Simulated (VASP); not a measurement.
Wanted: the native input for a VASP 6.6.1 run.

```yaml
Task: single point
Functional: PBE
Potentials_or_basis: VASP PAW PBE potentials, release 64 (Na_pv, Rh_pv)
Cutoff: 520 eV
k_mesh: 3 × 3 × 6
Occupations: gaussian, width 0.1 eV
Spin: collinear spin, ferromagnetic start
Starting_moments: "[0.0, 0.0, 0.0, 1.0] μB"
Dipole_correction: no
Further_INCAR_settings: ALGO = Fast; EDIFF = 1e-06; NBANDS = 30
```

The structure of Na3Rh lies in POSCAR:

```
Na3Rh
1.0
    7.8792713954      0.0000000000      0.0000000000
   -3.9396356977      6.8236491917      0.0000000000
    0.0000000000      0.0000000000      2.9131528479
Na Rh
3 1
Direct
    0.8204757574      0.1795242426      0.0000000000
    0.8204757574      0.6409515149      0.0000000000
    0.3590484851      0.1795242426      0.0000000000
    0.0000000000      0.0000000000      0.5000000000
```

The cell was generated, and may not be a known phase.

These files were run (other wordings do the same):

INCAR

```
PREC = Accurate ; ENCUT = 520
EDIFF = 1E-6 ; ISMEAR = 0
SIGMA = 0.1 ; LREAL = F
LASPH = T ; NELM = 150
ALGO = Fast ; ISIF = 2
LWAVE = F ; LCHARG = T
ISPIN = 2 ; MAGMOM = 0 0 0 1
LORBIT = 11 ; LMAXMIX = 4
GGA = PE ; LELF = T
LVHAR = T ; NBANDS = 30
```

KPOINTS

```
regular mesh
0
Gamma
  3 3 6
```

Potentials or basis: VASP PAW PBE potentials, release 64 (Na_pv, Rh_pv).

Launch:

```bash
$ cat potpaw_PBE.64/Na_pv/POTCAR potpaw_PBE.64/Rh_pv/POTCAR > POTCAR
$ mpirun -np 1 vasp_std > vasp.out
```

It gave:

The pressure is 0.0 GPa. The largest force is 0.004 eV/Å. The band gap on the k mesh is zero (filled and empty bands overlap) and the net moment is 0.00 μB per cell. The valence electrons inside the program's atomic spheres are Na 6.09; Rh 13.70.

Run time: 68 s on 1 thread of Intel(R) Xeon(R) 6975P-C (Granite Rapids), with other jobs on the host, peak memory 0.38 GiB.
